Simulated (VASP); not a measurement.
# Nb in VASP: a series of runs, part 2 of 2

VASP 6.6.1. The steps go on from the part before.

## 3. Single point, PBE

File INCAR:

```
ALGO = Normal
DIPOL = 0.5 0.5 0.500
EDIFF = 1E-6
ENCUT = 520
GGA = PE
IDIPOL = 3
ISIF = 2
ISMEAR = -1
LASPH = T
LCHARG = F
LDIPOL = T
LREAL = F
LWAVE = F
NBANDS = 40
NELM = 60
PREC = Accurate
SIGMA = 0.1
```

File KPOINTS:

```
k-points
0
Gamma
  16 16 1
```

File POSCAR:

```
Nb
1.0
    2.8820459413      0.0000000000      0.0000000000
   -0.9606819804      2.7172189717      0.0000000000
    0.0000000000      0.0000000000     24.4127226284
Nb
5
Direct
    0.5000000000      0.5000000000      0.3072168604
    0.0000000000      0.0000000000      0.4036084302
    0.5000000000      0.5000000000      0.5000000000
    0.0000000000      0.0000000000      0.5963915698
    0.5000000000      0.5000000000      0.6927831396
```

Potentials or basis: VASP PAW PBE potentials, release 64 (Nb_sv).

Command:

```console
$ cat potpaw_PBE.64/Nb_sv/POTCAR > POTCAR
$ mpirun -np 1 vasp_std > vasp.out
```

OUTCAR:

```text
EDIFF = 1E-6
   ENCUT = 520
   GGA = PE
   ISIF = 2
   ISMEAR = -1
   LASPH = T
   LREAL = F
   NELM = 60
   PREC = Accurate

 ion  position               nearest neighbor table
   1  0.500  0.500  0.307-   2 2.88   2 2.88
   2  0.000  0.000  0.404-   3 2.88   3 2.88   1 2.88   1 2.88
   3  0.500  0.500  0.500-   2 2.88   4 2.88   2 2.88   4 2.88
   4  0.000  0.000  0.596-   3 2.88   3 2.88   5 2.88   5 2.88
   5  0.500  0.500  0.693-   4 2.88   4 2.88

  LATTYP: Found a base centered orthorhombic cell.
 ALAT       =     3.3279000001
 B/A-ratio  =     1.4142135624
 C/A-ratio  =     7.3357741002

  Lattice vectors:

 A1 = (   2.8820459413,   0.0000000000,   0.0000000000)
 A2 = (  -0.9606819804,   2.7172189717,   0.0000000000)
 A3 = (   0.0000000000,   0.0000000000,  24.4127226284)

Analysis of symmetry for initial positions (statically):
=====================================================================
 Subroutine PRICEL returns:
 Original cell was already a primitive cell.

 Routine SETGRP: Setting up the symmetry group for a
 base centered orthorhombic supercell.

 Subroutine GETGRP returns: Found  8 space group operations
 (whereof  8 operations were pure point group operations)
 out of a pool of  8 trial point group operations.

The static configuration has the point symmetry D_2h.

Analysis of symmetry for dynamics (positions and initial velocities):
=====================================================================
 Subroutine PRICEL returns:
 Original cell was already a primitive cell.

 Routine SETGRP: Setting up the symmetry group for a
 base centered orthorhombic supercell.

 Subroutine GETGRP returns: Found  8 space group operations
 (whereof  8 operations were pure point group operations)
 out of a pool of  8 trial point group operations.

The dynamic configuration has the point symmetry D_2h.

 Subroutine INISYM returns: Found  8 space group operations
 (whereof  8 operations are pure point group operations),
 and found     1 'primitive' translations

----------------------------------------------------------------------------------------

                                     Primitive cell

  volume of cell :     191.1797

  direct lattice vectors                    reciprocal lattice vectors
     2.882045941  0.000000000  0.000000000     0.346975732  0.122674446  0.000000000
    -0.960681980  2.717218972  0.000000000     0.000000000  0.368023339  0.000000000
     0.000000000  0.000000000 24.412722628     0.000000000  0.000000000  0.040962248

  length of vectors
     2.882045941  2.882045941 24.412722628     0.368023339  0.368023339  0.040962248

  position of ions in fractional coordinates (direct lattice)
     0.500000000  0.500000000  0.307216860
     0.000000000  0.000000000  0.403608430
     0.500000000  0.500000000  0.500000000
     0.000000000  0.000000000  0.596391570
     0.500000000  0.500000000  0.692783140

  ion indices of the primitive-cell ions
   primitive index   ion index
                 1           1
                 2           2
                 3           3
                 4           4
[... 33 lines left out ...]
  0.187500  0.000000  0.000000      4.000000
  0.250000  0.000000  0.000000      4.000000
  0.312500  0.000000  0.000000      4.000000
[... 16 lines left out ...]
 -0.125000  0.062500  0.000000      4.000000
 -0.062500  0.062500  0.000000      2.000000
 [... further k-points ...]
   k-points           NKPTS =     73   k-points in BZ     NKDIM =     73   number of bands    NBANDS=     40
   number of dos      NEDOS =    301   number of ions     NIONS =      5
   total plane-waves  NPLWV = 110592
   dimension x,y,z NGX =    24 NGY =   24 NGZ =  192
   dimension x,y,z NGXF=    48 NGYF=   48 NGZF=  384
   ions per type =               5
   NGX,Y,Z   is equivalent  to a cutoff of  13.84, 13.84, 13.07 a.u.
   NGXF,Y,Z  is equivalent  to a cutoff of  27.69, 27.69, 26.15 a.u.
 SYSTEM =  unknown system
   PREC   = accura    normal or accurate (medium, high low for compatibility)
   ISTART =      0    job   : 0-new  1-cont  2-samecut
   ICHARG =      2    charge: 1-file 2-atom 10-const
   ISPIN  =      1    spin polarized calculation?
   LNONCOLLINEAR =      F non collinear calculations
   LSORBIT =      F    spin-orbit coupling
   LASPH  =      T    aspherical Exc in radial PAW
   ENCUT  =  520.0 eV  38.22 Ry    6.18 a.u.   5.36  5.36 45.39*2*pi/ulx,y,z
   NELM   =     60;   NELMIN=  2; NELMDL= -5     # of ELM steps
   EDIFF  = 0.1E-05   stopping-criterion for ELM
   LREAL  =      F    real-space projection
   EDIFFG = 0.1E-04   stopping-criterion for IOM
   NSW    =      0    number of steps for IOM
   IBRION =     -1    ionic relax: 0-MD 1-quasi-New 2-CG
   NFREE  =      0    steps in history (QN), initial steepest desc. (CG)
   ISIF   =      2    stress and relaxation
   ISYM   =      2    0-nonsym 1-usesym 2-fastsym
   POTIM  = 0.5000    time-step for ionic-motion
   TEBEG  =    0.0;   TEEND  =   0.0 temperature during run
   PSTRESS=    0.0 pullay stress
   NELECT =      65.0000    total number of electrons
   NUPDOWN=      -1.0000    fix difference up-down
   EMIN   =  10.00;   EMAX   =-10.00  energy-range for DOS
   EFERMI =   0.00;   METHOD = LEGACY
   ISMEAR =    -1;   SIGMA  =   0.10  broadening in eV -4-tet -1-fermi 0-gaus
   EFERMI_NEDOS =   21; number of points for ismear=-14 and -15
   IALGO  =     38    algorithm
   IMIX   =      4    mixing-type and parameters
     AMIX     =   0.40;   BMIX     =  1.00
     AMIX_MAG =   1.60;   BMIX_MAG =  1.00
  volume/ion in A,a.u.               =      38.24       258.03
  Fermi-wavevector in a.u.,A,eV,Ry     =   1.142612  2.159223 17.763245  1.305562
  Thomas-Fermi vector in A             =   2.279309
   LORBIT       =      0    0 simple, 1 ext, 2 COOP (PROOUT), +10 PAW based schemes
   GGA     = PE    functional components
   LHFCALC =     F    Hartree Fock is set to
   AEXX    =    0.0000 exact exchange contribution
   IVDW    =     0    specifies the selected vdW correction
   LEPSILON=     F    determine dielectric tensor
   LRPA    =     F    only Hartree local field effects (RPA)
 non-spin polarized calculation
  energy-cutoff  :      520.00
  volume of cell :      191.18
 maximum number of plane-waves:      5213
 NGX is ok and might be reduce to    24
   NGX = 11   NGY = 11   NGZ = 91

 dipolmoment           0.000000      0.000000      0.000000 electrons x Angstroem

 number of electron      64.9999995 magnetization

 dipolmoment           0.000000      0.000000     -0.000000 electrons x Angstroem

 Free energy of the ion-electron system (eV)
  ---------------------------------------------------
  ext. energy  EPLUGINS =         0.00000000
  ---------------------------------------------------
  free energy    TOTEN  =       -49.07609308 eV

  energy without entropy =      -48.83276776  energy(sigma->0) =      -48.95443042

 E-fermi :   3.0669     XC(G=0):  -6.8445

 val. band max:        3.0604974045   @ k =   0.3125   0.0625   0.0000
 cond. band min:       3.0696044016   @ k =   0.1875   0.1875   0.0000
 fundamental gap:      0.0091069971
 Fermi energy:         3.0668581930

 k-point     1 :       0.0000    0.0000    0.0000
  band No.  band energies     occupation
      1     -51.5974      2.00000
      2     -51.5968      2.00000
      3     -51.3413      2.00000
      4     -51.2819      2.00000
      5     -51.1805      2.00000
      6     -28.0090      2.00000
[... 1021 lines left out ...]
     39       5.2009      0.00000
     40       5.2196      0.00000

 [... further k-points ...]

------------------------ aborting loop because EDIFF is reached ----------------------------------------

 vacuum level on the upper side and lower side of the slab       (xc-potential included)        -0.202        -0.202

  FORCE on cell =-STRESS in cart. coord.  units (eV):
  Direction    XX          YY          ZZ          XY          YZ          ZX
  --------------------------------------------------------------------------------------
  -------------------------------------------------------------------------------------
  Total       -5.7581677     -5.4409242     -3.3171830      0.4486501      0.0000000      0.0000000
  in kB      -48.2562018    -45.5975494    -27.7995817      3.7599022      0.0000000      0.0000000
  external PRESSURE =     -40.5511110 kB  Pullay stress =       0.0000000 kB

 VOLUME and BASIS-vectors are now :
 -----------------------------------------------------------------------------
  energy-cutoff  :      520.00
  volume of cell :      191.18
      direct lattice vectors                 reciprocal lattice vectors
     2.882045941  0.000000000  0.000000000     0.346975732  0.122674446  0.000000000
    -0.960681980  2.717218972  0.000000000     0.000000000  0.368023339  0.000000000
     0.000000000  0.000000000 24.412722628     0.000000000  0.000000000  0.040962248

 POSITION                                       TOTAL-FORCE (eV/Angst)
 -----------------------------------------------------------------------------------
      0.96068      1.35861      7.50000         0.000000      0.000000      0.529616
      0.00000      0.00000      9.85318         0.000000     -0.000000     -0.367077
      0.96068      1.35861     12.20636        -0.000000      0.000000      0.000000
      0.00000      0.00000     14.55954        -0.000000      0.000000      0.367077
      0.96068      1.35861     16.91272        -0.000000      0.000000     -0.529616
 -----------------------------------------------------------------------------------
    total drift:                                0.000000      0.000000     -0.000000

  FREE ENERGIE OF THE ION-ELECTRON SYSTEM (eV)
  ---------------------------------------------------
  free  energy   TOTEN  =       -49.0760930752 eV

  energy  without entropy=      -48.8327677604  energy(sigma->0) =      -48.95443042

 vacuum level on the upper side and lower side of the slab         7.432         7.432
```

stdout:

```text
POSCAR found type information on POSCAR Nb
 POSCAR found :  1 types and       5 ions
 scaLAPACK will be used
 LDA part: xc-table for (Slater+PW92), standard interpolation
 POSCAR, INCAR and KPOINTS ok, starting setup
 FFT: planning ... GRIDC
 FFT: planning ... GRID_SOFT
 FFT: planning ... GRID
 WAVECAR not read
 entering main loop
```

Wall time 11 min (1 thread of Intel Xeon Platinum 8488C (Sapphire Rapids), shared host); peak memory 0.57 GiB.

Results:

```yaml
Free_energy: -49.0761 eV
Largest_force: 0.530 eV/Å
Band_gap_on_the_k_mesh: zero (an odd number of electrons rules out a gap without spin polarisation)
```

Forces in eV/Å, atoms in the order of the input:
```
Nb   0.000  0.000  0.530
Nb   0.000  0.000 -0.367
Nb   0.000  0.000  0.000
Nb   0.000  0.000  0.367
Nb   0.000  0.000 -0.530
```

Levels at points of the mesh, in eV from the Fermi level:
```tsv
k point	band 28	band 29	band 30	band 31	band 32	band 33	band 34	band 35	band 36	band 37
(0.00, 0.00, 0.00)	-0.85	-0.44	-0.33	-0.30	0.10	0.16	0.26	0.60	0.77	1.36
(0.50, 0.00, 0.00)	-1.45	-1.44	-1.40	-0.14	0.25	0.87	1.41	2.12	2.77	2.79
(0.50, 0.50, 0.00)	-1.60	-1.33	-0.50	-0.11	0.86	1.72	1.75	1.83	2.61	2.70
```

## 4. Single point, PBE

File INCAR:

```
PREC = Accurate
ENCUT = 520
EDIFF = 1E-7
ISMEAR = -1
SIGMA = 0.05
LREAL = F
LASPH = T
NELM = 60
ALGO = Normal
ISIF = 2
LWAVE = F
LCHARG = F
LDIPOL = T
IDIPOL = 3
DIPOL = 0.5 0.5 0.500
GGA = PE
NBANDS = 40
```

File KPOINTS:

```
Automatic mesh
0
Gamma
  10 10 1
```

POSCAR is that of step 3.

Command:

```console
$ cat potpaw_PBE.64/Nb_sv/POTCAR > POTCAR
$ mpirun -np 1 vasp_std > vasp.out
```

Wall time 15 min (1 thread of AMD EPYC 7R43 (Zen 3), shared host); peak memory 0.35 GiB.

Results (log left out):

* Free energy: -48.9556 eV
* Largest force: 0.542 eV/Å
* Band gap on the k mesh: zero (an odd number of electrons rules out a gap without spin polarisation)

Forces in eV/Å, atoms in the order of the input:
```
Nb   0.000  0.000  0.542
Nb   0.000  0.000 -0.362
Nb   0.000  0.000  0.000
Nb   0.000  0.000  0.362
Nb   0.000  0.000 -0.542
```

Levels at points of the mesh, in eV from the Fermi level:
| k point | band 30 | band 31 | band 32 | band 33 | band 34 | band 35 |
| --- | --- | --- | --- | --- | --- | --- |
| (0.00, 0.00, 0.00) | -0.31 | -0.28 | 0.12 | 0.16 | 0.27 | 0.61 |
| (0.50, 0.00, 0.00) | -1.38 | -0.12 | 0.27 | 0.89 | 1.43 | 2.13 |
| (0.50, 0.50, 0.00) | -0.48 | -0.09 | 0.88 | 1.74 | 1.77 | 1.85 |

## 5. Summary

| level | k mesh | cutoff (eV) | smearing | tolerance level | purpose | gap on the mesh (eV) | largest force (eV/Å) |
| --- | --- | --- | --- | --- | --- | --- | --- |
| AM05 | 6 × 6 × 1 | 400 | gaussian 0.03 eV | standard | a run that is hard to end | none | 0.82 |
| PBE | 16 × 16 × 1 | 520 | fermi-dirac 0.1 eV | - | - | none | 0.53 |
| PBE | 10 × 10 × 1 | 520 | fermi-dirac 0.05 eV | - | - | none | 0.54 |

Alike in all rows: task single point; potentials or basis VASP PAW PBE potentials, release 64 (Nb_sv); no spin polarisation; cell a = 2.882, b = 2.882, c = 24.413 Å, angles 90.0, 90.0, 109.5°, 5 atoms.

Caveats: some runs use coarse meshes; the PAW data sets were made with another functional, which shifts forces and pressure a little (at least some runs).

Absolute energies hang on the potentials; compare differences alone.
